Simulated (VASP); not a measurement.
Write the native input for VASP 6.6.1 that does the following.

```
Task                   : single point
Functional             : PBEsol
Potentials or basis    : VASP PAW PBE potentials, release 64 (Au)
Cutoff                 : 520 eV
k mesh                 : 20 × 20 × 20
Occupations            : gaussian, width 0.15 eV
Spin                   : no spin polarisation
Dipole correction      : no
Further INCAR settings : ALGO = Normal; EDIFF = 1e-06; NBANDS = 12
```

The structure of Au lies in POSCAR:

```
Au
1.0
    0.0000000000      2.0148175000      2.1068650000
    2.0148175000      0.0000000000      2.1068650000
    2.0148175000      2.0148175000      0.0000000000
Au
1
Direct
    0.0000000000      0.0000000000      0.0000000000
```

This cell differs from its parent crystal: strain -0.015 along x and y, +0.030 along z.

These files were run (other wordings do the same):

INCAR

```
SYSTEM = Au
  ALGO = Normal
  EDIFF = 1E-6
  ENCUT = 520
  GGA = PS
  ISIF = 2
  ISMEAR = 0
  LASPH = .True.
  LCHARG = .False.
  LREAL = .False.
  LWAVE = .False.
  NBANDS = 12
  NELM = 80
  PREC = Accurate
  SIGMA = 0.15
```

KPOINTS

```
k-points
0
Gamma
  20 20 20
  0 0 0
```

Potentials or basis: VASP PAW PBE potentials, release 64 (Au).

Launch:

```bash
$ cat potpaw_PBE.64/Au/POTCAR > POTCAR
$ mpirun -np 1 vasp_std > vasp.out
```

Results of the run:

| Quantity | Value |
| --- | --- |
| Pressure | -1.1 GPa |
| Band gap on the k mesh | zero (an odd number of electrons rules out a gap without spin polarisation) |

Caveat: the cell differs from its parent crystal (strain -0.015 along x and y, +0.030 along z); the PAW data sets were made with another functional, which shifts forces and pressure a little; spin-orbit coupling is left out, which moves the levels of the heavy elements.

Wall time 79 s on 1 thread of AMD EPYC 9R45 96-Core Processor (Zen 5), with other jobs on the host, peak memory 0.22 GiB.
